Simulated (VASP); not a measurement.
# PbO2 (Fm-3m) in VASP: single point with LDA

Aim: the single point of PbO2 with LDA.

Everything below comes from runs of VASP 6.6.1. Logs are shortened: lines on timing, memory, paths and dates and some standing lists are left out, and cuts for length are marked.

## Step 1: The cell of the first run

The structure is cubic, space group Fm-3m (No. 225). Conventional cell: a = 5.140 Å, b = 5.140 Å, c = 5.140 Å, α = 90.00°, β = 90.00°, γ = 90.00°. Within 2.9 Å of Pb (site symmetry m-3m) lie 8 O at 2.23 Å. O (site symmetry -43m) has 4 Pb at 2.23 Å and 6 O at 2.57 Å within 2.9 Å.

## Step 2: Single point, LDA

INCAR

```
SYSTEM = PbO2
PREC     = Accurate       ! precision mode
ENCUT    = 520            ! plane-wave cutoff, eV
EDIFF    = 1E-6           ! SCF threshold, eV
ISMEAR   = -1             ! smearing method
SIGMA    = 0.02           ! smearing width, eV
LREAL    = .False.        ! projectors in reciprocal space
LASPH    = .True.         ! aspherical terms in the spheres
NELM     = 60             ! most SCF steps
ALGO     = Normal         ! electronic algorithm
ISIF     = 2              ! what is computed and relaxed
LWAVE    = .False.        ! write WAVECAR
LCHARG   = .False.        ! write CHGCAR
NBANDS   = 20             ! bands
```

KPOINTS

```
Automatic mesh
0
Gamma
  14 14 14
  0 0 0
```

POSCAR

```
PbO2
1.0
    0.0000000000      2.5700000000      2.5700000000
    2.5700000000      0.0000000000      2.5700000000
    2.5700000000      2.5700000000      0.0000000000
Pb O
1 2
Direct
    0.0000000000      0.0000000000      0.0000000000
    0.2500000000      0.2500000000      0.2500000000
    0.7500000000      0.7500000000      0.7500000000
```

Potentials or basis: VASP PAW LDA potentials, release 64 (Pb_d, O).

The run is started by

```
cat potpaw_LDA.64/Pb_d/POTCAR potpaw_LDA.64/O/POTCAR > POTCAR
mpirun -np 1 vasp_std > vasp.out
```

OUTCAR:

```text
SYSTEM = PbO2
   PREC = Accurate
   ENCUT = 520
   EDIFF = 1E-6
   ISMEAR = -1
   LREAL = .False.
   LASPH = .True.
   NELM = 60
   ISIF = 2

 ion  position               nearest neighbor table
   1  0.000  0.000  0.000-   3 2.23   3 2.23   3 2.23   2 2.23   3 2.23   2 2.23   2 2.23   2 2.23

   2  0.250  0.250  0.250-   1 2.23   1 2.23   1 2.23   1 2.23
   3  0.750  0.750  0.750-   1 2.23   1 2.23   1 2.23   1 2.23

  LATTYP: Found a face centered cubic cell.
 ALAT       =     5.1400000000

  Lattice vectors:

 A1 = (   0.0000000000,   2.5700000000,   2.5700000000)
 A2 = (   2.5700000000,   0.0000000000,   2.5700000000)
 A3 = (   2.5700000000,   2.5700000000,   0.0000000000)

Analysis of symmetry for initial positions (statically):
=====================================================================
 Subroutine PRICEL returns:
 Original cell was already a primitive cell.

 Routine SETGRP: Setting up the symmetry group for a
 face centered cubic supercell.

 Subroutine GETGRP returns: Found 48 space group operations
 (whereof 48 operations were pure point group operations)
 out of a pool of 48 trial point group operations.

The static configuration has the point symmetry O_h .

Analysis of symmetry for dynamics (positions and initial velocities):
=====================================================================
 Subroutine PRICEL returns:
 Original cell was already a primitive cell.

 Routine SETGRP: Setting up the symmetry group for a
 face centered cubic supercell.

 Subroutine GETGRP returns: Found 48 space group operations
 (whereof 48 operations were pure point group operations)
 out of a pool of 48 trial point group operations.

The dynamic configuration has the point symmetry O_h .

 Subroutine INISYM returns: Found 48 space group operations
 (whereof 48 operations are pure point group operations),
 and found     1 'primitive' translations

----------------------------------------------------------------------------------------

                                     Primitive cell

  volume of cell :      33.9492

  direct lattice vectors                    reciprocal lattice vectors
     0.000000000  2.570000000  2.570000000    -0.194552529  0.194552529  0.194552529
     2.570000000  0.000000000  2.570000000     0.194552529 -0.194552529  0.194552529
     2.570000000  2.570000000  0.000000000     0.194552529  0.194552529 -0.194552529

  length of vectors
     3.634528855  3.634528855  3.634528855     0.336974865  0.336974865  0.336974865

  position of ions in fractional coordinates (direct lattice)
     0.000000000  0.000000000  0.000000000
     0.250000000  0.250000000  0.250000000
     0.750000000  0.750000000  0.750000000

  ion indices of the primitive-cell ions
   primitive index   ion index
                 1           1
                 2           2
                 3           3

----------------------------------------------------------------------------------------

 KPOINTS: Automatic mesh

Automatic generation of k-mesh.
 Grid dimensions read from file:
 generate k-points for:   14   14   14

 Generating k-lattice:

  Cartesian coordinates                     Fractional coordinates (reciprocal lattice)
    -0.013896609  0.013896609  0.013896609     0.071428571  0.000000000  0.000000000
     0.013896609 -0.013896609  0.013896609     0.000000000  0.071428571  0.000000000
     0.013896609  0.013896609 -0.013896609     0.000000000  0.000000000  0.071428571

  Length of vectors
     0.024069633  0.024069633  0.024069633

  Shift w.r.t. Gamma in fractional coordinates (k-lattice)
     0.000000000  0.000000000  0.000000000

 Subroutine IBZKPT returns following result:
 ===========================================

 Found    104 irreducible k-points:

 Following reciprocal coordinates:
            Coordinates               Weight
  0.000000  0.000000  0.000000      1.000000
  0.071429  0.000000  0.000000      8.000000
  0.142857  0.000000  0.000000      8.000000
  0.214286  0.000000  0.000000      8.000000
  0.285714  0.000000  0.000000      8.000000
  0.357143  0.000000  0.000000      8.000000
[... 16 lines left out ...]
  0.214286  0.142857  0.000000     24.000000
  0.285714  0.142857  0.000000     24.000000
 [... further k-points ...]
   k-points           NKPTS =    104   k-points in BZ     NKDIM =    104   number of bands    NBANDS=     20
   number of dos      NEDOS =    301   number of ions     NIONS =      3
   total plane-waves  NPLWV =  21952
   dimension x,y,z NGX =    28 NGY =   28 NGZ =   28
   dimension x,y,z NGXF=    56 NGYF=   56 NGZF=   56
   ions per type =               1   2
   NGX,Y,Z   is equivalent  to a cutoff of  12.81, 12.81, 12.81 a.u.
   NGXF,Y,Z  is equivalent  to a cutoff of  25.61, 25.61, 25.61 a.u.
 SYSTEM =  PbO2
   PREC   = accura    normal or accurate (medium, high low for compatibility)
   ISTART =      0    job   : 0-new  1-cont  2-samecut
   ICHARG =      2    charge: 1-file 2-atom 10-const
   ISPIN  =      1    spin polarized calculation?
   LNONCOLLINEAR =      F non collinear calculations
   LSORBIT =      F    spin-orbit coupling
   LASPH  =      T    aspherical Exc in radial PAW
   ENCUT  =  520.0 eV  38.22 Ry    6.18 a.u.   6.76  6.76  6.76*2*pi/ulx,y,z
   NELM   =     60;   NELMIN=  2; NELMDL= -5     # of ELM steps
   EDIFF  = 0.1E-05   stopping-criterion for ELM
   LREAL  =      F    real-space projection
   EDIFFG = 0.1E-04   stopping-criterion for IOM
   NSW    =      0    number of steps for IOM
   IBRION =     -1    ionic relax: 0-MD 1-quasi-New 2-CG
   NFREE  =      0    steps in history (QN), initial steepest desc. (CG)
   ISIF   =      2    stress and relaxation
   ISYM   =      2    0-nonsym 1-usesym 2-fastsym
   POTIM  = 0.5000    time-step for ionic-motion
   TEBEG  =    0.0;   TEEND  =   0.0 temperature during run
   PSTRESS=    0.0 pullay stress
   NELECT =      26.0000    total number of electrons
   NUPDOWN=      -1.0000    fix difference up-down
   EMIN   =  10.00;   EMAX   =-10.00  energy-range for DOS
   EFERMI =   0.00;   METHOD = LEGACY
   ISMEAR =    -1;   SIGMA  =   0.02  broadening in eV -4-tet -1-fermi 0-gaus
   EFERMI_NEDOS =   21; number of points for ismear=-14 and -15
   IALGO  =     38    algorithm
   IMIX   =      4    mixing-type and parameters
     AMIX     =   0.40;   BMIX     =  1.00
     AMIX_MAG =   1.60;   BMIX_MAG =  1.00
  volume/ion in A,a.u.               =      11.32        76.37
  Fermi-wavevector in a.u.,A,eV,Ry     =   1.497808  2.830447 30.523704  2.243429
  Thomas-Fermi vector in A             =   2.609648
   LORBIT       =      0    0 simple, 1 ext, 2 COOP (PROOUT), +10 PAW based schemes
   GGA     = CA    functional components
   LHFCALC =     F    Hartree Fock is set to
   AEXX    =    0.0000 exact exchange contribution
   IVDW    =     0    specifies the selected vdW correction
   LEPSILON=     F    determine dielectric tensor
   LRPA    =     F    only Hartree local field effects (RPA)
 non-spin polarized calculation
  energy-cutoff  :      520.00
  volume of cell :       33.95
 maximum number of plane-waves:       941
   NGX = 13   NGY = 13   NGZ = 13

 number of electron      25.9999990 magnetization

 Free energy of the ion-electron system (eV)
  ---------------------------------------------------
  ext. energy  EPLUGINS =         0.00000000
  ---------------------------------------------------
  free energy    TOTEN  =       -17.99953508 eV

  energy without entropy =      -17.99912768  energy(sigma->0) =      -17.99933138

 E-fermi :   7.4572     XC(G=0): -12.4867

 val. band max:        7.4260201752   @ k =  -0.3571   0.5000   0.1429
 cond. band min:       7.4790028702   @ k =  -0.2857   0.5000   0.2143
 fundamental gap:      0.0529826951
 Fermi energy:         7.4571623957

 k-point     1 :       0.0000    0.0000    0.0000
  band No.  band energies     occupation
      1     -12.2204      2.00000
      2      -8.4959      2.00000
      3      -8.4959      2.00000
      4      -8.4959      2.00000
      5      -8.1765      2.00000
      6      -8.0253      2.00000
[... 12 lines left out ...]
     19      23.6383      0.00000
     20      23.6383      0.00000

 k-point     2 :       0.0714    0.0000    0.0000
  band No.  band energies     occupation
      1     -12.1646      2.00000
      2      -8.8864      2.00000
      3      -8.4846      2.00000
      4      -8.4846      2.00000
      5      -8.0266      2.00000
      6      -8.0266      2.00000
[... 12 lines left out ...]
     19      23.6011      0.00000
     20      23.6011      0.00000

 k-point     3 :       0.1429    0.0000    0.0000
  band No.  band energies     occupation
      1     -12.0053      2.00000
      2      -9.3469      2.00000
      3      -8.4546      2.00000
      4      -8.4546      2.00000
      5      -8.0285      2.00000
      6      -8.0285      2.00000
[... 12 lines left out ...]
     19      23.5146      0.00000
     20      23.5146      0.00000

 k-point     4 :       0.2143    0.0000    0.0000
  band No.  band energies     occupation
      1     -11.7711      2.00000
      2      -9.7214      2.00000
      3      -8.4164      2.00000
      4      -8.4164      2.00000
      5      -8.0249      2.00000
      6      -8.0249      2.00000
[... 12 lines left out ...]
     19      23.4237      0.00000
     20      23.4237      0.00000

 k-point     5 :       0.2857    0.0000    0.0000
  band No.  band energies     occupation
      1     -11.5219      2.00000
      2      -9.9581      2.00000
      3      -8.3837      2.00000
      4      -8.3837      2.00000
      5      -8.0095      2.00000
      6      -8.0095      2.00000
[... 12 lines left out ...]
     19      23.3496      0.00000
     20      23.5581      0.00000

 k-point     6 :       0.3571    0.0000    0.0000
  band No.  band energies     occupation
      1     -11.3475      2.00000
      2     -10.0104      2.00000
      3      -8.3647      2.00000
      4      -8.3647      2.00000
      5      -7.9836      2.00000
      6      -7.9836      2.00000
[... 12 lines left out ...]
     19      23.2800      0.00000
     20      23.4270      0.00000

 k-point     7 :       0.4286    0.0000    0.0000
  band No.  band energies     occupation
      1     -11.2850      2.00000
      2      -9.9234      2.00000
      3      -8.3573      2.00000
      4      -8.3573      2.00000
      5      -7.9590      2.00000
      6      -7.9590      2.00000
[... 12 lines left out ...]
     19      23.2041      0.00000
     20      23.2041      0.00000
[... 277 lines left out ...]
 k-point    20 :      -0.1429    0.0714    0.0000
  band No.  band energies     occupation
      1     -11.8871      2.00000
      2      -9.5744      2.00000
      3      -8.4374      2.00000
      4      -8.4109      2.00000
      5      -8.0445      2.00000
      6      -8.0136      2.00000
[... 12 lines left out ...]
     19      23.3844      0.00000
     20      23.5851      0.00000

 k-point    21 :      -0.0714    0.0714    0.0000
  band No.  band energies     occupation
      1     -12.0737      2.00000
      2      -9.1930      2.00000
      3      -8.4704      2.00000
      4      -8.4558      2.00000
      5      -8.0361      2.00000
      6      -8.0207      2.00000
[... 12 lines left out ...]
     19      23.5055      0.00000
     20      23.5867      0.00000

 k-point    22 :       0.1429    0.1429    0.0000
  band No.  band energies     occupation
      1     -11.9272      2.00000
      2      -9.5330      2.00000
      3      -8.4182      2.00000
      4      -8.4182      2.00000
      5      -8.0630      2.00000
      6      -8.0044      2.00000
[... 12 lines left out ...]
     19      23.4523      0.00000
     20      23.6135      0.00000

 k-point    23 :       0.2143    0.1429    0.0000
  band No.  band energies     occupation
      1     -11.7422      2.00000
      2      -9.8210      2.00000
      3      -8.3773      2.00000
      4      -8.3724      2.00000
      5      -8.0784      2.00000
      6      -7.9941      2.00000
[... 12 lines left out ...]
     19      23.5946      0.00000
     20      23.9828      0.00000

 k-point    24 :       0.2857    0.1429    0.0000
  band No.  band energies     occupation
      1     -11.5007      2.00000
      2     -10.0851      2.00000
      3      -8.3378      2.00000
      4      -8.3102      2.00000
      5      -8.0770      2.00000
      6      -7.9800      2.00000
[... 12 lines left out ...]
     19      23.5953      0.00000
     20      25.0365      0.00000

 [... further k-points ...]
[... 5 lines left out ...]
  --------------------------------------------------------------------------------------
  -------------------------------------------------------------------------------------
  Total        3.5621724      3.5621724      3.5621724     -0.0000000     -0.0000000      0.0000000
  in kB      168.1110073    168.1110073    168.1110073     -0.0000000     -0.0000000      0.0000000
  external PRESSURE =     168.1110073 kB  Pullay stress =       0.0000000 kB

 VOLUME and BASIS-vectors are now :
 -----------------------------------------------------------------------------
  energy-cutoff  :      520.00
  volume of cell :       33.95
      direct lattice vectors                 reciprocal lattice vectors
     0.000000000  2.570000000  2.570000000    -0.194552529  0.194552529  0.194552529
     2.570000000  0.000000000  2.570000000     0.194552529 -0.194552529  0.194552529
     2.570000000  2.570000000  0.000000000     0.194552529  0.194552529 -0.194552529

 POSITION                                       TOTAL-FORCE (eV/Angst)
 -----------------------------------------------------------------------------------
      0.00000      0.00000      0.00000        -0.000000      0.000000     -0.000000
      1.28500      1.28500      1.28500         0.000000      0.000000      0.000000
      3.85500      3.85500      3.85500        -0.000000     -0.000000     -0.000000
 -----------------------------------------------------------------------------------
    total drift:                                0.000000      0.000000      0.000000

  FREE ENERGIE OF THE ION-ELECTRON SYSTEM (eV)
  ---------------------------------------------------
  free  energy   TOTEN  =       -17.9995350766 eV

  energy  without entropy=      -17.9991276759  energy(sigma->0) =      -17.99933138
```

It took 40 s on 1 thread of Intel Xeon Platinum 8488C (Sapphire Rapids), shared host; peak memory 0.18 GiB.

What came out:

```yaml
Free_energy: -17.9995 eV
Pressure: 16.8 GPa
Band_gap_on_the_k_mesh: zero (bands 13 and 14 overlap by 1.51 eV)
```

Caveat: the cell stands under pressure; spin-orbit coupling is left out, which moves the levels of the heavy elements.
